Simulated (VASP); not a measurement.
Input of a VASP 6.6.1 run:

The input POSCAR:

```
TiO
1.0
    2.8634227491      0.0000000000      0.0000000000
   -1.4317113746      2.4797968425      0.0000000000
    0.0000000000      0.0000000000      5.5705398661
Ti O
2 2
Direct
    0.3333333333      0.6666666667      0.2500000000
    0.6666666667      0.3333333333      0.7500000000
    0.0000000000      0.0000000000      0.0000000000
    0.0000000000      0.0000000000      0.5000000000
```

File INCAR.step1:

```
SYSTEM = TiO
PREC = Accurate
ENCUT = 520
ISMEAR = 0
SIGMA = 0.03
LREAL = .False.
LASPH = .True.
NELM = 150
LMAXMIX = 4
LDAU = .True.
LDAUTYPE = 2
LDAUL = 2 -1
LDAUU = 4 0
LDAUJ = 0 0
NBANDS = 26
GGA = PE
ALGO = Normal
EDIFF = 1E-4
LWAVE = .True.
LCHARG = .False.
```

The input INCAR.step2:

```
SYSTEM = TiO
PREC = Accurate
ENCUT = 520
EDIFF = 1E-6
ISMEAR = 0
SIGMA = 0.03
LREAL = .False.
LASPH = .True.
NELM = 150
ALGO = Normal
ISIF = 2
LWAVE = .False.
LCHARG = .False.
LMAXMIX = 4
LDAU = .True.
LDAUTYPE = 2
LDAUL = 2 -1
LDAUU = 4 0
LDAUJ = 0 0
LDAUPRINT = 1
METAGGA = R2SCAN
LMIXTAU = .True.
NBANDS = 26
ISTART = 1
```

KPOINTS

```
Automatic mesh
0
Gamma
  12 12 6
  0 0 0
```

Potentials or basis: VASP PAW PBE potentials, release 64 (Ti_sv, O).

Launch:

```bash
$ cat potpaw_PBE.64/Ti_sv/POTCAR potpaw_PBE.64/O/POTCAR > POTCAR
$ cp INCAR.step1 INCAR
$ mpirun -np 1 vasp_std > vasp.out
$ cp INCAR.step2 INCAR
$ mpirun -np 1 vasp_std > vasp.out
```

Problem. Predict the band gap on the k mesh.

Solution. 0.13 eV, indirect (least direct gap 0.23 eV).

Problem. Estimate the pressure.

Solution. 5.5 GPa.

Stress tensor (GPa, compression positive):
```
4.41 0.00 0.00
0.00 4.41 0.00
0.00 0.00 7.73
```

Caveat: the PAW data sets were made with another functional, which shifts forces and pressure a little. A k mesh can miss the band edges.
